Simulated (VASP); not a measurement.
# InSe (C2/m) in VASP: single point with PBE+D3(BJ)

Aim: the single point of InSe with PBE+D3(BJ).

All numbers are computed with VASP 6.6.1; they aren't measurements. Logs are shortened: lines on timing, memory, paths and dates and some standing lists are left out, and cuts for length are marked.

**1. The cell of the first run**

It takes space group C2/m (No. 12, monoclinic). Conventional cell: a = 6.983 Å, b = 4.032 Å, c = 16.853 Å, α = 90.00°, β = 95.95°, γ = 90.00°. In (site symmetry m) has 3 Se at 2.66 Å and 1 In at 2.79 Å within 3.5 Å. Within 3.5 Å of In (site symmetry m) lie 3 Se at 2.66 Å and 1 In at 2.79 Å. Within 3.5 Å of Se (site symmetry m) lie 3 In at 2.66 Å. Within 3.5 Å of Se (site symmetry m) lie 3 In at 2.66 Å and 1 Se at 3.07 Å.

**2. Single point, PBE+D3(BJ) (the part above a cut slid along it)**

INCAR

```
ALGO = Normal
EDIFF = 1E-7
ENCUT = 520
GGA = PE
ISIF = 2
ISMEAR = 0
IVDW = 12
LASPH = True
LCHARG = False
LREAL = False
LWAVE = False
NBANDS = 48
NELM = 100
PREC = Accurate
SIGMA = 0.03
```

KPOINTS

```
k-points
0
Gamma
  9 9 2
```

POSCAR

```
InSe
1.0
   -4.0317714892      0.0000000000      0.0000000000
   -2.0158857446     -3.4916165319      0.0000000000
   -4.5357429253     -2.6187123989     16.7623717322
In Se
4 4
Direct
    0.2083396869      0.2083396869      0.1666581952
    0.1666730203      0.1666730203      0.6666581952
    0.0833269797      0.0833269797      0.3333418048
    0.0416603131      0.0416603131      0.8333418048
   -0.1090700178     -0.1090700178      0.5898711349
    0.5992633155      0.5992633155      0.0898711349
   -0.3492633155     -0.3492633155      0.9101288651
    0.3590700178      0.3590700178      0.4101288651
```

Potentials or basis: VASP PAW PBE potentials, release 64 (In_d, Se).

Started as:

```console
> cat potpaw_PBE.64/In_d/POTCAR potpaw_PBE.64/Se/POTCAR > POTCAR
> mpirun -np 1 vasp_std > vasp.out
```

OUTCAR:

```text
EDIFF = 1E-7
   ENCUT = 520
   GGA = PE
   ISIF = 2
   ISMEAR = 0
   IVDW = 12
   LASPH = True
   LREAL = False
   NELM = 100
   PREC = Accurate
 IVDW          = 12

 ion  position               nearest neighbor table
   1  0.208  0.208  0.167-   6 2.66   6 2.66   6 2.66   3 2.79
   2  0.167  0.167  0.667-   5 2.66   5 2.66   5 2.66   4 2.79
   3  0.083  0.083  0.333-   8 2.66   8 2.66   8 2.66   1 2.79
   4  0.042  0.042  0.833-   7 2.66   7 2.66   7 2.66   2 2.79
   5  0.891  0.891  0.590-   2 2.66   2 2.66   2 2.66
   6  0.599  0.599  0.090-   1 2.66   1 2.66   1 2.66
   7  0.651  0.651  0.910-   4 2.66   4 2.66   4 2.66
   8  0.359  0.359  0.410-   3 2.66   3 2.66   3 2.66

  LATTYP: Found a base centered monoclinic cell.
 ALAT       =     6.9832330638
 B/A-ratio  =     0.5773502692
 C/A-ratio  =     2.4133577826
 COS(beta)  =    -0.1035901108

  Lattice vectors:

 A1 = (  -4.0317714892,   0.0000000000,   0.0000000000)
 A2 = (  -2.0158857446,  -3.4916165319,   0.0000000000)
 A3 = (   1.5119143085,   0.8729041330,  16.7623717322)

Analysis of symmetry for initial positions (statically):
=====================================================================
 Subroutine PRICEL returns:
 Original cell was already a primitive cell.

 Routine SETGRP: Setting up the symmetry group for a
 base centered monoclinic supercell.

 Subroutine GETGRP returns: Found  4 space group operations
 (whereof  2 operations were pure point group operations)
 out of a pool of  4 trial point group operations.

The static configuration has the point symmetry C_1h.
 The point group associated with its full space group is C_2h.

Analysis of symmetry for dynamics (positions and initial velocities):
=====================================================================
 Subroutine PRICEL returns:
 Original cell was already a primitive cell.

 Routine SETGRP: Setting up the symmetry group for a
 base centered monoclinic supercell.

 Subroutine GETGRP returns: Found  4 space group operations
 (whereof  2 operations were pure point group operations)
 out of a pool of  4 trial point group operations.

The dynamic configuration has the point symmetry C_1h.
 The point group associated with its full space group is C_2h.

 Subroutine INISYM returns: Found  4 space group operations
 (whereof  2 operations are pure point group operations),
 and found     1 'primitive' translations

----------------------------------------------------------------------------------------

                                     Primitive cell

  volume of cell :     235.9706

  direct lattice vectors                    reciprocal lattice vectors
    -4.031771489  0.000000000  0.000000000    -0.248029930  0.143200147 -0.044743072
    -2.015885745 -3.491616532  0.000000000     0.000000000 -0.286400294 -0.044743072
    -4.535742925 -2.618712399 16.762371732     0.000000000  0.000000000  0.059657429

  length of vectors
     4.031771489  4.031771489 17.561541066     0.289874232  0.289874232  0.059657429

  position of ions in fractional coordinates (direct lattice)
     0.208339687  0.208339687  0.166658195
     0.166673020  0.166673020  0.666658195
     0.083326980  0.083326980  0.333341805
     0.041660313  0.041660313  0.833341805
     0.890929982  0.890929982  0.589871135
     0.599263315  0.599263315  0.089871135
     0.650736685  0.650736685  0.910128865
     0.359070018  0.359070018  0.410128865

  ion indices of the primitive-cell ions
   primitive index   ion index
                 1           1
                 2           2
                 3           3
                 4           4
                 5           5
                 6           6
                 7           7
                 8           8

----------------------------------------------------------------------------------------

 KPOINTS: k-points

Automatic generation of k-mesh.
 Grid dimensions read from file:
 generate k-points for:    9    9    2

 Generating k-lattice:

  Cartesian coordinates                     Fractional coordinates (reciprocal lattice)
    -0.027558881  0.015911127 -0.004971452     0.111111111 -0.000000000 -0.000000000
     0.000000000 -0.031822255 -0.004971452     0.000000000  0.111111111  0.000000000
     0.000000000  0.000000000  0.029828714     0.000000000  0.000000000  0.500000000

  Length of vectors
     0.032208248  0.032208248  0.029828714

  Shift w.r.t. Gamma in fractional coordinates (k-lattice)
     0.000000000  0.000000000  0.000000000

 Subroutine IBZKPT returns following result:
 ===========================================

 Found     50 irreducible k-points:

 Following reciprocal coordinates:
            Coordinates               Weight
  0.000000  0.000000  0.000000      1.000000
  0.111111  0.000000 -0.000000      4.000000
  0.222222 -0.000000 -0.000000      4.000000
  0.333333 -0.000000 -0.000000      4.000000
  0.444444 -0.000000 -0.000000      4.000000
  0.111111  0.111111  0.000000      2.000000
[... 16 lines left out ...]
 -0.333333  0.333333  0.000000      2.000000
  0.444444  0.444444  0.000000      2.000000
 [... further k-points ...]
   k-points           NKPTS =     50   k-points in BZ     NKDIM =     50   number of bands    NBANDS=     48
   number of dos      NEDOS =    301   number of ions     NIONS =      8
   total plane-waves  NPLWV = 126000
   dimension x,y,z NGX =    30 NGY =   30 NGZ =  140
   dimension x,y,z NGXF=    60 NGYF=   60 NGZF=  280
   ions per type =               4   4
   NGX,Y,Z   is equivalent  to a cutoff of  12.37, 12.37, 13.25 a.u.
   NGXF,Y,Z  is equivalent  to a cutoff of  24.74, 24.74, 26.51 a.u.
 SYSTEM =  unknown system
   PREC   = accura    normal or accurate (medium, high low for compatibility)
   ISTART =      0    job   : 0-new  1-cont  2-samecut
   ICHARG =      2    charge: 1-file 2-atom 10-const
   ISPIN  =      1    spin polarized calculation?
   LNONCOLLINEAR =      F non collinear calculations
   LSORBIT =      F    spin-orbit coupling
   LASPH  =      T    aspherical Exc in radial PAW
   ENCUT  =  520.0 eV  38.22 Ry    6.18 a.u.   7.50  7.50 32.65*2*pi/ulx,y,z
   NELM   =    100;   NELMIN=  2; NELMDL= -5     # of ELM steps
   EDIFF  = 0.1E-06   stopping-criterion for ELM
   LREAL  =      F    real-space projection
   EDIFFG = 0.1E-05   stopping-criterion for IOM
   NSW    =      0    number of steps for IOM
   IBRION =     -1    ionic relax: 0-MD 1-quasi-New 2-CG
   NFREE  =      0    steps in history (QN), initial steepest desc. (CG)
   ISIF   =      2    stress and relaxation
   ISYM   =      2    0-nonsym 1-usesym 2-fastsym
   POTIM  = 0.5000    time-step for ionic-motion
   TEBEG  =    0.0;   TEEND  =   0.0 temperature during run
   PSTRESS=    0.0 pullay stress
   NELECT =      76.0000    total number of electrons
   NUPDOWN=      -1.0000    fix difference up-down
   EMIN   =  10.00;   EMAX   =-10.00  energy-range for DOS
   EFERMI =   0.00;   METHOD = LEGACY
   ISMEAR =     0;   SIGMA  =   0.03  broadening in eV -4-tet -1-fermi 0-gaus
   EFERMI_NEDOS =   21; number of points for ismear=-14 and -15
   IALGO  =     38    algorithm
   IMIX   =      4    mixing-type and parameters
     AMIX     =   0.40;   BMIX     =  1.00
     AMIX_MAG =   1.60;   BMIX_MAG =  1.00
  volume/ion in A,a.u.               =      29.50       199.05
  Fermi-wavevector in a.u.,A,eV,Ry     =   1.122174  2.120601 17.133458  1.259274
  Thomas-Fermi vector in A             =   2.258832
   LORBIT       =      0    0 simple, 1 ext, 2 COOP (PROOUT), +10 PAW based schemes
   GGA     = PE    functional components
   LHFCALC =     F    Hartree Fock is set to
   AEXX    =    0.0000 exact exchange contribution
   IVDW    =    12    specifies the selected vdW correction
   LEPSILON=     F    determine dielectric tensor
   LRPA    =     F    only Hartree local field effects (RPA)
 non-spin polarized calculation
 Gauss-broadening in eV      SIGMA  =   0.03
  energy-cutoff  :      520.00
  volume of cell :      235.97
 maximum number of plane-waves:      6397
 NGX is ok and might be reduce to    30
   NGX = 15   NGY = 15   NGZ = 65

 number of electron      76.0000004 magnetization

 Free energy of the ion-electron system (eV)
  ---------------------------------------------------
  ext. energy  EPLUGINS =         0.00000000
  ---------------------------------------------------
  free energy    TOTEN  =       -28.09557937 eV

  energy without entropy =      -28.09552760  energy(sigma->0) =      -28.09555349

 E-fermi :   4.3538     XC(G=0):  -8.8584

 val. band max:        4.3183349875   @ k =   0.0000   0.0000   0.0000
 cond. band min:       4.3892069387   @ k =   0.0000   0.0000   0.0000
 fundamental gap:      0.0708719512
 Fermi energy:         4.3537709638

 k-point     1 :       0.0000    0.0000    0.0000
  band No.  band energies     occupation
      1     -10.7452      2.00000
      2     -10.7445      2.00000
      3     -10.5640      2.00000
      4     -10.5639      2.00000
      5     -10.5617      2.00000
      6     -10.5617      2.00000
[... 40 lines left out ...]
     47       9.4593      0.00000
     48       9.4703      0.00000

 k-point     2 :       0.1111    0.0000   -0.0000
  band No.  band energies     occupation
      1     -10.7460      2.00000
      2     -10.7441      2.00000
      3     -10.6109      2.00000
      4     -10.6003      2.00000
      5     -10.5613      2.00000
      6     -10.5612      2.00000
[... 40 lines left out ...]
     47       8.9205      0.00000
     48       9.1467      0.00000

 k-point     3 :       0.2222   -0.0000   -0.0000
  band No.  band energies     occupation
      1     -10.7703      2.00000
      2     -10.7571      2.00000
      3     -10.6807      2.00000
      4     -10.6668      2.00000
      5     -10.6181      2.00000
      6     -10.6026      2.00000
[... 1060 lines left out ...]
     47       9.5637      0.00000
     48       9.6947      0.00000

 k-point    24 :       0.4444    0.4444    0.0000
  band No.  band energies     occupation
      1     -10.8815      2.00000
      2     -10.8510      2.00000
      3     -10.7452      2.00000
      4     -10.7391      2.00000
      5     -10.6870      2.00000
      6     -10.6854      2.00000
[... 40 lines left out ...]
     47       8.3036      0.00000
     48       8.7443      0.00000

 [... further k-points ...]

------------------------ aborting loop because EDIFF is reached ----------------------------------------

 Edisp (eV)   -2.36942

 E8    (eV) :    -1.0847

  FORCE on cell =-STRESS in cart. coord.  units (eV):
  Direction    XX          YY          ZZ          XY          YZ          ZX
  --------------------------------------------------------------------------------------
  -------------------------------------------------------------------------------------
  Total       0.18165     0.08433     2.50872     0.08428    -0.33617    -0.58226
  in kB       1.23335     0.57256    17.03353     0.57226    -2.28250    -3.95340
  external pressure =        6.28 kB  Pullay stress =        0.00 kB

 VOLUME and BASIS-vectors are now :
 -----------------------------------------------------------------------------
  energy-cutoff  :      520.00
  volume of cell :      235.97
      direct lattice vectors                 reciprocal lattice vectors
    -4.031771489  0.000000000  0.000000000    -0.248029930  0.143200147 -0.044743072
    -2.015885745 -3.491616532  0.000000000     0.000000000 -0.286400294 -0.044743072
    -4.535742925 -2.618712399 16.762371732     0.000000000  0.000000000  0.059657429

 POSITION                                       TOTAL-FORCE (eV/Angst)
 -----------------------------------------------------------------------------------
     -2.01589     -1.16387      2.79359         0.006473      0.003737      0.180017
     -4.03177     -2.32774     11.17477         0.008899      0.005138     -0.003677
     -2.01589     -1.16387      5.58760        -0.008899     -0.005138      0.003677
     -4.03177     -2.32774     13.96879        -0.006473     -0.003737     -0.180017
     -8.06354     -4.65549      9.88764         0.002595      0.001498     -0.009850
     -4.03177     -2.32774      1.50645        -0.155006     -0.089493      0.445013
     -8.06354     -4.65549     15.25592         0.155006      0.089493     -0.445013
     -4.03177     -2.32774      6.87473        -0.002595     -0.001498      0.009850
 -----------------------------------------------------------------------------------
    total drift:                               -0.000000     -0.000000      0.000000

  FREE ENERGIE OF THE ION-ELECTRON SYSTEM (eV)
  ---------------------------------------------------
  free  energy   TOTEN  =       -30.4649986515 eV

  energy  without entropy=      -30.4649468765  energy(sigma->0) =      -30.46497276
```

Wall time 12 min (1 thread of Intel Xeon Platinum 8124M at 3.00GHz (Skylake/Cascade Lake), shared host); peak memory 0.63 GiB.

Results:

* Free energy: -30.4650 eV
* Pressure: 0.6 GPa
* Largest force: 0.480 eV/Å
* Band gap on the k mesh: 0.07 eV
* Dispersion energy per atom: -0.296 eV

Forces in eV/Å, atoms in the order of the input:
```
In   0.006  0.004  0.180
In   0.009  0.005 -0.004
In  -0.009 -0.005  0.004
In  -0.006 -0.004 -0.180
Se   0.003  0.001 -0.010
Se  -0.155 -0.089  0.445
Se   0.155  0.089 -0.445
Se  -0.003 -0.001  0.010
```

Caveat: the cell differs from its parent crystal (the part above a cut slid along it); spin-orbit coupling is left out, which moves the levels of the heavy elements.
